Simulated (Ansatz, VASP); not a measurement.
Hf in VASP and in Ansatz

```
CELL_PARAMETERS angstrom
-1.80500 1.80500 1.80500
1.80500 -1.80500 1.80500
1.80500 1.80500 -1.80500
ATOMIC_POSITIONS crystal
Hf 0.00000 0.00000 0.00000
```

Alike in both runs: functional RPBE; k mesh 10 × 10 × 10; occupations fermi-dirac, width 0.05 eV; no spin polarisation.

|  | VASP | Ansatz |
| --- | --- | --- |
| version | VASP 6.6.1 | Ansatz 0.2.0 |
| potentials or method | VASP PAW PBE potentials, release 64 (Hf_pv) | Ansatz PAW |
| plane-wave cutoff (eV) | 520 | 420 |
| valence electrons in the cell | 10 | 26 |
| task | single point | band structure |

Ansatz gave:

```
gap on the k mesh at the Fermi level (eV) : none
pressure (GPa)                            : -2.2
```

Question: Which values does VASP return?

Answer: gap on the k mesh at the Fermi level (eV): none; pressure (GPa): -2.6.

VASP's potentials were made for PBE, not for RPBE. A gap of «none» marks a metal or a gap that the smearing closes. The functional is the same, so the differences come from potentials, cutoffs and numerics. VASP's potentials hold 10 valence electrons a cell and Ansatz's 26, so a difference there can come from the potentials and not from the codes.

Spin-orbit coupling is off throughout.
